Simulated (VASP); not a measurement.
# Al2Cu (P4/mmm) in VASP: electric field gradients with r2SCAN+D3(BJ)+U

Aim: the electric field gradients of Al2Cu with r2SCAN+D3(BJ)+U.

All numbers are computed with VASP 6.6.1; they aren't measurements. Logs are shortened: lines on timing, memory, paths and dates and some standing lists are left out, and cuts for length are marked.

## (1) The cell of the first run

Symmetry: P4/mmm, No. 123, tetragonal system. The conventional cell has a = 4.105 Å, b = 4.105 Å, c = 2.891 Å, α = 90.00°, β = 90.00°, γ = 90.00°. Al (site symmetry mmm) has 4 Cu at 2.51 Å and 6 Al at 2.89 to 2.90 Å within 3.3 Å. Within 3.3 Å of Cu (site symmetry 4/mmm) lie 8 Al at 2.51 Å and 2 Cu at 2.89 Å.

## (2) Electric field gradients, r2SCAN+D3(BJ)+U

POSCAR reads:

```
Al2Cu
1.0
    4.1051820000      0.0000000000      0.0000000000
    0.0000000000      4.1051820000      0.0000000000
    0.0000000000      0.0000000000      2.8913130000
Al Cu
2 1
Direct
    0.5000000000      0.0000000000      0.5000000000
    0.0000000000      0.5000000000      0.5000000000
    0.0000000000      0.0000000000      0.0000000000
```

INCAR.step1 reads:

```
SYSTEM = Al2Cu
ALGO = Normal
EDIFF = 1E-4
ENCUT = 520
GGA = PE
ISMEAR = -1
LASPH = .True.
LCHARG = .False.
LDAU = .True.
LDAUJ = 0 0
LDAUL = -1 2
LDAUTYPE = 2
LDAUU = 0 5
LMAXMIX = 4
LREAL = .False.
LWAVE = .True.
NBANDS = 16
NELM = 150
PREC = Accurate
SIGMA = 0.03
```

INCAR.step2 reads:

```
SYSTEM = Al2Cu
ALGO = Normal
EDIFF = 1E-8
ENCUT = 520
ISIF = 2
ISMEAR = -1
ISTART = 1
IVDW = 12
LASPH = .True.
LCHARG = .False.
LDAU = .True.
LDAUJ = 0 0
LDAUL = -1 2
LDAUPRINT = 1
LDAUTYPE = 2
LDAUU = 0 5
LEFG = .True.
LMAXMIX = 4
LMIXTAU = .True.
LREAL = .False.
LWAVE = .False.
METAGGA = R2SCAN
NBANDS = 16
NELM = 150
PREC = Accurate
SIGMA = 0.03
VDW_A1 = 0.49484001
VDW_A2 = 5.73083694
VDW_S6 = 1.0
VDW_S8 = 0.78981345
```

KPOINTS reads:

```
k-points
0
Gamma
  9 9 13
  0 0 0
```

Potentials or basis: VASP PAW PBE potentials, release 64 (Al, Cu).

On the command line:

```sh
cat potpaw_PBE.64/Al/POTCAR potpaw_PBE.64/Cu/POTCAR > POTCAR
cp INCAR.step1 INCAR
mpirun -np 1 vasp_std > vasp.out
cp INCAR.step2 INCAR
mpirun -np 1 vasp_std > vasp.out
```

OUTCAR:

```text
SYSTEM = Al2Cu
   EDIFF = 1E-8
   ENCUT = 520
   ISIF = 2
   ISMEAR = -1
   ISTART = 1
   IVDW = 12
   LASPH = .True.
   LREAL = .False.
   METAGGA = R2SCAN
   NELM = 150
   PREC = Accurate
 IVDW          = 12

 ion  position               nearest neighbor table
   1  0.500  0.000  0.500-   3 2.51   3 2.51   3 2.51   3 2.51   2 2.90   2 2.90   2 2.90   2 2.90

   2  0.000  0.500  0.500-   3 2.51   3 2.51   3 2.51   3 2.51   1 2.90   1 2.90   1 2.90   1 2.90

   3  0.000  0.000  0.000-   1 2.51   2 2.51   1 2.51   2 2.51   2 2.51   2 2.51   1 2.51   1 2.51

  LATTYP: Found a simple tetragonal cell.
 ALAT       =     4.1051820000
 C/A-ratio  =     0.7043081159

  Lattice vectors:

 A1 = (   4.1051820000,   0.0000000000,   0.0000000000)
 A2 = (   0.0000000000,   4.1051820000,   0.0000000000)
 A3 = (   0.0000000000,   0.0000000000,   2.8913130000)

Analysis of symmetry for initial positions (statically):
=====================================================================
 Subroutine PRICEL returns:
 Original cell was already a primitive cell.

 Routine SETGRP: Setting up the symmetry group for a
 simple tetragonal supercell.

 Subroutine GETGRP returns: Found 16 space group operations
 (whereof 16 operations were pure point group operations)
 out of a pool of 16 trial point group operations.

The static configuration has the point symmetry D_4h.

Analysis of symmetry for dynamics (positions and initial velocities):
=====================================================================
 Subroutine PRICEL returns:
 Original cell was already a primitive cell.

 Routine SETGRP: Setting up the symmetry group for a
 simple tetragonal supercell.

 Subroutine GETGRP returns: Found 16 space group operations
 (whereof 16 operations were pure point group operations)
 out of a pool of 16 trial point group operations.

The dynamic configuration has the point symmetry D_4h.

 Subroutine INISYM returns: Found 16 space group operations
 (whereof 16 operations are pure point group operations),
 and found     1 'primitive' translations

----------------------------------------------------------------------------------------

                                     Primitive cell

  volume of cell :      48.7259

  direct lattice vectors                    reciprocal lattice vectors
     4.105182000  0.000000000  0.000000000     0.243594559  0.000000000  0.000000000
     0.000000000  4.105182000  0.000000000     0.000000000  0.243594559  0.000000000
     0.000000000  0.000000000  2.891313000     0.000000000  0.000000000  0.345863627

  length of vectors
     4.105182000  4.105182000  2.891313000     0.243594559  0.243594559  0.345863627

  position of ions in fractional coordinates (direct lattice)
     0.500000000  0.000000000  0.500000000
     0.000000000  0.500000000  0.500000000
     0.000000000  0.000000000  0.000000000

  ion indices of the primitive-cell ions
   primitive index   ion index
                 1           1
                 2           2
                 3           3

----------------------------------------------------------------------------------------

 KPOINTS: k-points

Automatic generation of k-mesh.
 Grid dimensions read from file:
 generate k-points for:    9    9   13

 Generating k-lattice:
[... 88 lines left out ...]
   angular momentum for each species LDAUL =    -1    2
   U (eV)           for each species LDAUU =   0.0  5.0
   J (eV)           for each species LDAUJ =   0.0  0.0
   METAGGA = R2SCAN    functional components
   LHFCALC =     F    Hartree Fock is set to
   AEXX    =    0.0000 exact exchange contribution
   IVDW    =    12    specifies the selected vdW correction
   LEPSILON=     F    determine dielectric tensor
   LRPA    =     F    only Hartree local field effects (RPA)
 non-spin polarized calculation
  energy-cutoff  :      520.00
  volume of cell :       48.73
 maximum number of plane-waves:      1339
 NGX is ok and might be reduce to    32
   NGX = 15   NGY = 15   NGZ = 11

atom =   3  type =  2  l = 2

 onsite density matrix

spin component  1

  0.9424 -0.0000  0.0000 -0.0000  0.0000
 -0.0000  0.9257  0.0000  0.0000  0.0000
  0.0000  0.0000  0.9457 -0.0000 -0.0000
 -0.0000  0.0000 -0.0000  0.9257  0.0000
  0.0000  0.0000 -0.0000  0.0000  0.9185

spin component  2

  0.9424 -0.0000  0.0000 -0.0000  0.0000
 -0.0000  0.9257  0.0000  0.0000  0.0000
  0.0000  0.0000  0.9457 -0.0000 -0.0000
 -0.0000  0.0000 -0.0000  0.9257  0.0000
  0.0000  0.0000 -0.0000  0.0000  0.9185

 occupancies and eigenvectors

  o =  0.9185  v =  0.0000  0.0000  0.0000  0.0000 -1.0000  0.0000  0.0000  0.0000  0.0000  0.0000      0.0000  0.0000  0.0000  0.0000  0.0000  0.0000  0.0000  0.0000  0.0000  0.0000
  o =  0.9185  v =  0.0000  0.0000  0.0000  0.0000  0.0000  0.0000  0.0000  0.0000  0.0000 -1.0000      0.0000  0.0000  0.0000  0.0000  0.0000  0.0000  0.0000  0.0000  0.0000  0.0000
  o =  0.9257  v =  0.0000 -0.1821  0.0000  0.9833  0.0000  0.0000  0.0000  0.0000  0.0000  0.0000      0.0000  0.0000  0.0000  0.0000  0.0000  0.0000  0.0000  0.0000  0.0000  0.0000
  o =  0.9257  v =  0.0000  0.0000  0.0000  0.0000  0.0000  0.0000 -0.1821  0.0000  0.9833  0.0000      0.0000  0.0000  0.0000  0.0000  0.0000  0.0000  0.0000  0.0000  0.0000  0.0000
  o =  0.9257  v =  0.0000  0.0000  0.0000  0.0000  0.0000  0.0000 -0.9833  0.0000 -0.1821 -0.0000      0.0000  0.0000  0.0000  0.0000  0.0000  0.0000  0.0000  0.0000  0.0000  0.0000
  o =  0.9257  v =  0.0000 -0.9833  0.0000 -0.1821 -0.0000  0.0000  0.0000  0.0000  0.0000  0.0000      0.0000  0.0000  0.0000  0.0000  0.0000  0.0000  0.0000  0.0000  0.0000  0.0000
  o =  0.9424  v =  1.0000  0.0000  0.0000  0.0000  0.0000  0.0000  0.0000  0.0000  0.0000  0.0000      0.0000  0.0000  0.0000  0.0000  0.0000  0.0000  0.0000  0.0000  0.0000  0.0000
  o =  0.9424  v =  0.0000  0.0000  0.0000  0.0000  0.0000  1.0000  0.0000  0.0000  0.0000  0.0000      0.0000  0.0000  0.0000  0.0000  0.0000  0.0000  0.0000  0.0000  0.0000  0.0000
  o =  0.9457  v =  0.0000  0.0000  0.0000  0.0000  0.0000  0.0000 -0.0000 -1.0000  0.0000 -0.0000      0.0000  0.0000  0.0000  0.0000  0.0000  0.0000  0.0000  0.0000  0.0000  0.0000
  o =  0.9457  v =  0.0000 -0.0000 -1.0000  0.0000 -0.0000  0.0000  0.0000  0.0000  0.0000  0.0000      0.0000  0.0000  0.0000  0.0000  0.0000  0.0000  0.0000  0.0000  0.0000  0.0000

 number of electron      16.9999979 magnetization

 Free energy of the ion-electron system (eV)
  ---------------------------------------------------
  ext. energy  EPLUGINS =         0.00000000
  ---------------------------------------------------
  free energy    TOTEN  =       -22.64442262 eV

  energy without entropy =      -22.64209006  energy(sigma->0) =      -22.64325634

 E-fermi :   6.9483     XC(G=0): -11.0858

 val. band max:        6.8979551627   @ k =   0.1111   0.1111   0.3846
 cond. band min:       6.9588032806   @ k =   0.3333   0.2222   0.1538
 fundamental gap:      0.0608481178
 Fermi energy:         6.9482990385

 k-point     1 :       0.0000    0.0000    0.0000
  band No.  band energies     occupation
      1      -3.9661      2.00000
      2       0.6814      2.00000
      3       0.9355      2.00000
      4       1.5456      2.00000
      5       1.8240      2.00000
      6       1.8240      2.00000
[... 433 lines left out ...]
      3       0.9618      2.00000
      4       1.3676      2.00000
      5       1.6161      2.00000
      6       1.7558      2.00000
[... 8 lines left out ...]
     15      18.0810      0.00000
     16      19.7532      0.00000

 [... further k-points ...]

------------------------ aborting loop because EDIFF is reached ----------------------------------------

 Edisp (eV)   -0.51998

 E8    (eV) :    -0.1808

  FORCE on cell =-STRESS in cart. coord.  units (eV):
  Direction    XX          YY          ZZ          XY          YZ          ZX
  --------------------------------------------------------------------------------------
  -------------------------------------------------------------------------------------
  Total      -1.10962    -1.10962    -1.60256     0.00000    -0.00000     0.00000
  in kB     -36.48584   -36.48584   -52.69437     0.00000    -0.00000     0.00000
  external pressure =      -41.89 kB  Pullay stress =        0.00 kB

 VOLUME and BASIS-vectors are now :
 -----------------------------------------------------------------------------
  energy-cutoff  :      520.00
  volume of cell :       48.73
      direct lattice vectors                 reciprocal lattice vectors
     4.105182000  0.000000000  0.000000000     0.243594559  0.000000000  0.000000000
     0.000000000  4.105182000  0.000000000     0.000000000  0.243594559  0.000000000
     0.000000000  0.000000000  2.891313000     0.000000000  0.000000000  0.345863627

 POSITION                                       TOTAL-FORCE (eV/Angst)
 -----------------------------------------------------------------------------------
      2.05259      0.00000      1.44566         0.000000      0.000000      0.000000
      0.00000      2.05259      1.44566         0.000000      0.000000      0.000000
      0.00000      0.00000      0.00000         0.000000      0.000000      0.000000
 -----------------------------------------------------------------------------------
    total drift:                               -0.000000     -0.000000      0.000000

  FREE ENERGIE OF THE ION-ELECTRON SYSTEM (eV)
  ---------------------------------------------------
  free  energy   TOTEN  =       -23.1643984795 eV

  energy  without entropy=      -23.1620659255  energy(sigma->0) =      -23.16323220

 Electric field gradients (V/A^2)
---------------------------------------------------------------------
 ion       V_xx      V_yy      V_zz      V_xy      V_xz      V_yz
---------------------------------------------------------------------
   1     -21.354    22.684    -1.331    -0.000    -0.000    -0.000
   2      22.684   -21.354    -1.331     0.000     0.000    -0.000
   3      -8.242    -8.242    16.485    -0.000    -0.000     0.000
---------------------------------------------------------------------

 Electric field gradients after diagonalization (V/A^2)
 (convention: |V_zz| > |V_xx| > |V_yy|)
----------------------------------------------------------------------
 ion       V_xx      V_yy      V_zz     asymmetry (V_yy - V_xx)/ V_zz
----------------------------------------------------------------------
   1     -21.354    -1.331    22.684       0.883
   2     -21.354    -1.331    22.684       0.883
   3      -8.242    -8.242    16.485       0.000
----------------------------------------------------------------------

           NMR quadrupolar parameters

 Cq : quadrupolar parameter    Cq=e*Q*V_zz/h
 eta: asymmetry parameters     (V_yy - V_xx)/ V_zz
 Q  : nuclear electric quadrupole moment in mb (millibarn)
----------------------------------------------------------------------
 ion       Cq(MHz)       eta       Q (mb)
----------------------------------------------------------------------
   1       0.055       0.883       1.000
   2       0.055       0.883       1.000
   3       0.040       0.000       1.000
----------------------------------------------------------------------
```

Run time: 5.3 min. Hardware: 1 thread of Intel Xeon 8259CL, shared host; peak memory 0.23 GiB.

What came out:

```yaml
Free_energy: -23.1644 eV
Pressure: -4.2 GPa
Band_gap_on_the_k_mesh: zero (an odd number of electrons rules out a gap without spin polarisation)
Largest_electric_field_gradient_by_atom: Al +22.7; Cu +16.5 V/Å²
Dispersion_energy_per_atom: -0.173 eV
```

Stress tensor (GPa, compression positive):
```
-3.65  0.00  0.00
 0.00 -3.65  0.00
 0.00  0.00 -5.27
```

Electric field gradients, principal values (V/Å²):
```
atom   least   middle  greatest (by size)
1 Al  -1.331  -21.354              22.684
2 Al  -1.331  -21.354              22.684
3 Cu  -8.242   -8.242              16.485
```

Eigenvalues of the final occupation matrices:
| site | spin | trace | eigenvalues |
| --- | --- | --- | --- |
| site 3 d | 1 | 4.66 | 0.92 0.93 0.93 0.94 0.95 |
| site 3 d | 2 | 4.66 | 0.92 0.93 0.93 0.94 0.95 |

Caveat: the cell stands under tension; without QUAD_EFG the Cq values of the log hold for a quadrupole moment of 1 mb, not for the nuclei; the PAW data sets were made with another functional, which shifts forces and pressure a little; U without spin polarisation on a metal has little footing; the U is typed as a test and isn't derived for this compound.
